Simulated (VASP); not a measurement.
# C (Fd-3m) in VASP: notebook

The runs below take C through single point, with r2SCAN.

All numbers are computed with VASP 6.6.1; they aren't measurements. Logs are shortened: lines on timing, memory, paths and dates and some standing lists are left out, and cuts for length are marked.

### 1 The cell of the first run

Symmetry: Fd-3m, No. 227, cubic system. The conventional cell has a = 3.560 Å, b = 3.560 Å, c = 3.560 Å, α = 90.00°, β = 90.00°, γ = 90.00°. C (site symmetry -43m) has 4 C at 1.54 Å within 2.1 Å.

### 2 Single point, r2SCAN

Contents of POSCAR:

```
C
1.0
    0.0000000000      1.7801477551      1.7801477551
    1.7801477551      0.0000000000      1.7801477551
    1.7801477551      1.7801477551      0.0000000000
C
2
Direct
    0.5000000000      0.5000000000      0.5000000000
    0.7500000000      0.7500000000      0.7500000000
```

Contents of INCAR.step1:

```
PREC = Accurate
ENCUT = 910
ISMEAR = -1
SIGMA = 0.05
LREAL = False
LASPH = True
NELM = 120
NBANDS = 11
GGA = PE
ALGO = Normal
EDIFF = 1E-5
LWAVE = True
LCHARG = False
GGA_COMPAT = False
```

Contents of INCAR.step2:

```
PREC = Accurate
ENCUT = 910
EDIFF = 1E-6
ISMEAR = -1
SIGMA = 0.05
LREAL = False
LASPH = True
NELM = 120
ALGO = Normal
ISIF = 2
LWAVE = False
LCHARG = True
METAGGA = R2SCAN
LMIXTAU = True
LELF = True
LVHAR = True
NBANDS = 11
ISTART = 1
GGA_COMPAT = False
```

Contents of KPOINTS:

```
Automatic mesh
0
Gamma
  13 13 13
```

Potentials or basis: VASP PAW PBE potentials, release 64 (C_h).

The run is started by

```
> cat potpaw_PBE.64/C_h/POTCAR > POTCAR
> cp INCAR.step1 INCAR
> mpirun -np 1 vasp_std > vasp.out
> cp INCAR.step2 INCAR
> mpirun -np 1 vasp_std > vasp.out
```

OUTCAR:

```text
PREC = Accurate
   ENCUT = 910
   EDIFF = 1E-6
   ISMEAR = -1
   LREAL = False
   LASPH = True
   NELM = 120
   ISIF = 2
   METAGGA = R2SCAN
   ISTART = 1

 ion  position               nearest neighbor table
   1  0.500  0.500  0.500-
   2  0.750  0.750  0.750-

  LATTYP: Found a face centered cubic cell.
 ALAT       =     3.5602955102

  Lattice vectors:

 A1 = (   0.0000000000,   1.7801477551,   1.7801477551)
 A2 = (   1.7801477551,   0.0000000000,   1.7801477551)
 A3 = (   1.7801477551,   1.7801477551,   0.0000000000)

Analysis of symmetry for initial positions (statically):
=====================================================================
 Subroutine PRICEL returns:
 Original cell was already a primitive cell.

 Routine SETGRP: Setting up the symmetry group for a
 face centered cubic supercell.

 Subroutine GETGRP returns: Found 48 space group operations
 (whereof 24 operations were pure point group operations)
 out of a pool of 48 trial point group operations.

The static configuration has the point symmetry T_d .
 The point group associated with its full space group is O_h .

Analysis of symmetry for dynamics (positions and initial velocities):
=====================================================================
 Subroutine PRICEL returns:
 Original cell was already a primitive cell.

 Routine SETGRP: Setting up the symmetry group for a
 face centered cubic supercell.

 Subroutine GETGRP returns: Found 48 space group operations
 (whereof 24 operations were pure point group operations)
 out of a pool of 48 trial point group operations.

The dynamic configuration has the point symmetry T_d .
 The point group associated with its full space group is O_h .

 Subroutine INISYM returns: Found 48 space group operations
 (whereof 24 operations are pure point group operations),
 and found     1 'primitive' translations

----------------------------------------------------------------------------------------

                                     Primitive cell

  volume of cell :      11.2823

  direct lattice vectors                    reciprocal lattice vectors
     0.000000000  1.780147755  1.780147755    -0.280875561  0.280875561  0.280875561
     1.780147755  0.000000000  1.780147755     0.280875561 -0.280875561  0.280875561
     1.780147755  1.780147755  0.000000000     0.280875561  0.280875561 -0.280875561

  length of vectors
     2.517509098  2.517509098  2.517509098     0.486490743  0.486490743  0.486490743

  position of ions in fractional coordinates (direct lattice)
     0.500000000  0.500000000  0.500000000
     0.750000000  0.750000000  0.750000000

  ion indices of the primitive-cell ions
   primitive index   ion index
                 1           1
                 2           2

----------------------------------------------------------------------------------------

 KPOINTS: Automatic mesh

Automatic generation of k-mesh.
 Grid dimensions read from file:
 generate k-points for:   13   13   13

 Generating k-lattice:

  Cartesian coordinates                     Fractional coordinates (reciprocal lattice)
    -0.021605812  0.021605812  0.021605812     0.076923077  0.000000000  0.000000000
     0.021605812 -0.021605812  0.021605812     0.000000000  0.076923077  0.000000000
     0.021605812  0.021605812 -0.021605812     0.000000000  0.000000000  0.076923077

  Length of vectors
     0.037422365  0.037422365  0.037422365

  Shift w.r.t. Gamma in fractional coordinates (k-lattice)
     0.000000000  0.000000000  0.000000000

 Subroutine IBZKPT returns following result:
 ===========================================

 Found     84 irreducible k-points:

 Following reciprocal coordinates:
            Coordinates               Weight
  0.000000  0.000000  0.000000      1.000000
  0.076923  0.000000  0.000000      8.000000
  0.153846  0.000000  0.000000      8.000000
  0.230769  0.000000  0.000000      8.000000
  0.307692  0.000000  0.000000      8.000000
  0.384615  0.000000  0.000000      8.000000
[... 16 lines left out ...]
  0.384615  0.153846  0.000000     24.000000
  0.461538  0.153846  0.000000     24.000000
 [... further k-points ...]
   k-points           NKPTS =     84   k-points in BZ     NKDIM =     84   number of bands    NBANDS=     11
   number of dos      NEDOS =    301   number of ions     NIONS =      2
   total plane-waves  NPLWV =  21952
   dimension x,y,z NGX =    28 NGY =   28 NGZ =   28
   dimension x,y,z NGXF=    56 NGYF=   56 NGZF=   56
   ions per type =               2
   NGX,Y,Z   is equivalent  to a cutoff of  18.49, 18.49, 18.49 a.u.
   NGXF,Y,Z  is equivalent  to a cutoff of  36.98, 36.98, 36.98 a.u.
 SYSTEM =  unknown system
   PREC   = accura    normal or accurate (medium, high low for compatibility)
   ISTART =      1    job   : 0-new  1-cont  2-samecut
   ICHARG =      0    charge: 1-file 2-atom 10-const
   ISPIN  =      1    spin polarized calculation?
   LNONCOLLINEAR =      F non collinear calculations
   LSORBIT =      F    spin-orbit coupling
   LASPH  =      T    aspherical Exc in radial PAW
   ENCUT  =  910.0 eV  66.88 Ry    8.18 a.u.   6.19  6.19  6.19*2*pi/ulx,y,z
   NELM   =    120;   NELMIN=  2; NELMDL=  0     # of ELM steps
   EDIFF  = 0.1E-05   stopping-criterion for ELM
   LREAL  =      F    real-space projection
   EDIFFG = 0.1E-04   stopping-criterion for IOM
   NSW    =      0    number of steps for IOM
   IBRION =     -1    ionic relax: 0-MD 1-quasi-New 2-CG
   NFREE  =      0    steps in history (QN), initial steepest desc. (CG)
   ISIF   =      2    stress and relaxation
   ISYM   =      2    0-nonsym 1-usesym 2-fastsym
   POTIM  = 0.5000    time-step for ionic-motion
   TEBEG  =    0.0;   TEEND  =   0.0 temperature during run
   PSTRESS=    0.0 pullay stress
   NELECT =       8.0000    total number of electrons
   NUPDOWN=      -1.0000    fix difference up-down
   EMIN   =  10.00;   EMAX   =-10.00  energy-range for DOS
   EFERMI =   0.00;   METHOD = LEGACY
   ISMEAR =    -1;   SIGMA  =   0.05  broadening in eV -4-tet -1-fermi 0-gaus
   EFERMI_NEDOS =   21; number of points for ismear=-14 and -15
   IALGO  =     38    algorithm
   IMIX   =      4    mixing-type and parameters
     AMIX     =   0.40;   BMIX     =  1.00
     AMIX_MAG =   1.60;   BMIX_MAG =  1.00
  volume/ion in A,a.u.               =       5.64        38.07
  Fermi-wavevector in a.u.,A,eV,Ry     =   1.459841  2.758699 28.995847  2.131135
  Thomas-Fermi vector in A             =   2.576360
   LORBIT       =      0    0 simple, 1 ext, 2 COOP (PROOUT), +10 PAW based schemes
   METAGGA = R2SCAN    functional components
   LHFCALC =     F    Hartree Fock is set to
   AEXX    =    0.0000 exact exchange contribution
   IVDW    =     0    specifies the selected vdW correction
   LEPSILON=     F    determine dielectric tensor
   LRPA    =     F    only Hartree local field effects (RPA)
 non-spin polarized calculation
  energy-cutoff  :      910.00
  volume of cell :       11.28
 maximum number of plane-waves:       725
 NGX is ok and might be reduce to    28
   NGX = 13   NGY = 13   NGZ = 13

 number of electron       8.0000000 magnetization

 Free energy of the ion-electron system (eV)
  ---------------------------------------------------
  ext. energy  EPLUGINS =         0.00000000
  ---------------------------------------------------
  free energy    TOTEN  =       -19.71951471 eV

  energy without entropy =      -19.71951471  energy(sigma->0) =      -19.71951471

 E-fermi :  11.9132     XC(G=0): -14.2998

 val. band max:       10.9936249647   @ k =   0.0000   0.0000   0.0000
 cond. band min:      15.3731358475   @ k =   0.3846   0.3846   0.0000
 fundamental gap:      4.3795108828
 Fermi energy:        11.9131643657

 k-point     1 :       0.0000    0.0000    0.0000
  band No.  band energies     occupation
      1     -11.7504      2.00000
      2      10.9936      2.00000
      3      10.9936      2.00000
      4      10.9936      2.00000
      5      16.8880      0.00000
      6      16.8880      0.00000
      7      16.8880      0.00000
      8      24.9770      0.00000
      9      31.4684      0.00000
     10      38.4069      0.00000
     11      38.4069      0.00000

 k-point     2 :       0.0769    0.0000    0.0000
  band No.  band energies     occupation
      1     -11.5786      2.00000
      2       9.8506      2.00000
      3      10.6959      2.00000
      4      10.6959      2.00000
      5      17.2794      0.00000
      6      17.2794      0.00000
      7      17.5641      0.00000
      8      25.1473      0.00000
      9      31.7667      0.00000
     10      36.5372      0.00000
     11      36.5372      0.00000

 k-point     3 :       0.1538    0.0000    0.0000
  band No.  band energies     occupation
      1     -11.0654      2.00000
      2       7.4323      2.00000
      3      10.0255      2.00000
      4      10.0255      2.00000
      5      18.1645      0.00000
      6      18.1645      0.00000
      7      18.6447      0.00000
      8      25.6417      0.00000
      9      32.4291      0.00000
     10      34.9058      0.00000
     11      34.9058      0.00000

 k-point     4 :       0.2308    0.0000    0.0000
  band No.  band energies     occupation
      1     -10.2171      2.00000
      2       4.6753      2.00000
      3       9.3008      2.00000
      4       9.3008      2.00000
      5      19.0560      0.00000
      6      19.0560      0.00000
      7      19.4197      0.00000
      8      26.3585      0.00000
      9      32.9128      0.00000
     10      34.2936      0.00000
     11      34.2936      0.00000
[... 239 lines left out ...]
 k-point    22 :       0.3077    0.1538    0.0000
  band No.  band energies     occupation
      1      -9.2633      2.00000
      2       3.9802      2.00000
      3       7.2037      2.00000
      4       7.8147      2.00000
      5      17.2918      0.00000
      6      21.9497      0.00000
      7      22.0924      0.00000
      8      23.7765      0.00000
      9      32.6840      0.00000
     10      33.9311      0.00000
     11      38.7068      0.00000

 k-point    23 :       0.3846    0.1538    0.0000
  band No.  band energies     occupation
      1      -8.0061      2.00000
      2       1.4334      2.00000
      3       6.8900      2.00000
      4       7.0032      2.00000
      5      18.0179      0.00000
      6      22.3184      0.00000
      7      22.3638      0.00000
      8      24.4112      0.00000
      9      33.5279      0.00000
     10      34.2074      0.00000
     11      39.2076      0.00000

 k-point    24 :       0.4615    0.1538    0.0000
  band No.  band energies     occupation
      1      -6.5164      2.00000
      2      -0.9126      2.00000
      3       6.2682      2.00000
      4       6.8478      2.00000
      5      18.4735      0.00000
      6      22.2143      0.00000
      7      22.4753      0.00000
      8      25.7960      0.00000
      9      32.8764      0.00000
     10      35.6945      0.00000
     11      39.4203      0.00000

 [... further k-points ...]

------------------------ aborting loop because EDIFF is reached ----------------------------------------

  FORCE on cell =-STRESS in cart. coord.  units (eV):
  Direction    XX          YY          ZZ          XY          YZ          ZX
  --------------------------------------------------------------------------------------
  -------------------------------------------------------------------------------------
  Total       -0.0598110     -0.0598110     -0.0598110      0.0000000      0.0000000     -0.0000000
  in kB       -8.4936325     -8.4936325     -8.4936325      0.0000000      0.0000000     -0.0000000
  external PRESSURE =      -8.4936325 kB  Pullay stress =       0.0000000 kB

 VOLUME and BASIS-vectors are now :
 -----------------------------------------------------------------------------
  energy-cutoff  :      910.00
  volume of cell :       11.28
      direct lattice vectors                 reciprocal lattice vectors
     0.000000000  1.780147755  1.780147755    -0.280875561  0.280875561  0.280875561
     1.780147755  0.000000000  1.780147755     0.280875561 -0.280875561  0.280875561
     1.780147755  1.780147755  0.000000000     0.280875561  0.280875561 -0.280875561

 POSITION                                       TOTAL-FORCE (eV/Angst)
 -----------------------------------------------------------------------------------
      1.78015      1.78015      1.78015        -0.000000     -0.000000     -0.000000
      2.67022      2.67022      2.67022         0.000000      0.000000      0.000000
 -----------------------------------------------------------------------------------
    total drift:                                0.000000      0.000000     -0.000000

  FREE ENERGIE OF THE ION-ELECTRON SYSTEM (eV)
  ---------------------------------------------------
  free  energy   TOTEN  =       -19.7195147148 eV

  energy  without entropy=      -19.7195147148  energy(sigma->0) =      -19.71951471
```

It took 80 s on 1 thread of AMD EPYC 7R13 (Zen 3), shared host; peak memory 0.13 GiB.

What came out:

| Item | Value |
| --- | --- |
| Free energy | -19.7195 eV |
| Pressure | -0.8 GPa |
| Band gap on the k mesh | 4.38 eV, indirect (least direct gap 5.89 eV) |

Levels at points of the mesh, in eV from the valence-band top:
```tsv
k point	band 2	band 3	band 4	band 5	band 6	band 7
(0.00, 0.00, 0.00)	0.00	0.00	0.00	5.89	5.89	5.89
```

Caveat: the cutoff is under 1.25 times the usual one of these potentials, so pressure, stress and relaxed cells hold a basis-set (Pulay) error; the PAW data sets were made with another functional, which shifts forces and pressure a little. A k mesh can miss the band edges.

### 3 Single point, r2SCAN (volume scaled by 1.04)

Contents of POSCAR:

```
C
1.0
    0.0000000000      1.8035734383      1.8035734383
    1.8035734383      0.0000000000      1.8035734383
    1.8035734383      1.8035734383      0.0000000000
C
2
Direct
    0.5000000000      0.5000000000      0.5000000000
    0.7500000000      0.7500000000      0.7500000000
```

Contents of INCAR.step1:

```
ALGO = Normal
EDIFF = 1E-5
ENCUT = 910
GGA = PE
GGA_COMPAT = False
ISMEAR = -1
LASPH = True
LCHARG = False
LREAL = False
LWAVE = True
NBANDS = 11
NELM = 120
PREC = Accurate
SIGMA = 0.05
```

Contents of INCAR.step2:

```
ALGO = Normal
EDIFF = 1E-6
ENCUT = 910
GGA_COMPAT = False
ISIF = 2
ISMEAR = -1
ISTART = 1
LASPH = True
LCHARG = True
LELF = True
LMIXTAU = True
LREAL = False
LVHAR = True
LWAVE = False
METAGGA = R2SCAN
NBANDS = 11
NELM = 120
PREC = Accurate
SIGMA = 0.05
```

Contents of KPOINTS:

```
k-points
0
Gamma
  13 13 13
```

Potentials or basis: VASP PAW PBE potentials, release 64 (C_h).

The run is started by

```
> cat potpaw_PBE.64/C_h/POTCAR > POTCAR
> cp INCAR.step1 INCAR
> mpirun -np 1 vasp_std > vasp.out
> cp INCAR.step2 INCAR
> mpirun -np 1 vasp_std > vasp.out
```

It took 65 s on 1 thread of AMD EPYC 9R45 (Zen 5), shared host; peak memory 0.13 GiB.

The run converged. Its results:

| Quantity | Value |
| --- | --- |
| Free energy | -19.6947 eV |
| Pressure | -17.2 GPa |
| Band gap on the k mesh | 4.29 eV, indirect (least direct gap 5.78 eV) |

Levels at points of the mesh, in eV from the valence-band top:
```csv
k point,band 2,band 3,band 4,band 5,band 6,band 7
"(0.00, 0.00, 0.00)",0.00,0.00,0.00,5.78,5.78,5.78
```

Caveat: the cutoff is under 1.25 times the usual one of these potentials, so pressure, stress and relaxed cells hold a basis-set (Pulay) error; the PAW data sets were made with another functional, which shifts forces and pressure a little. A k mesh can miss the band edges.
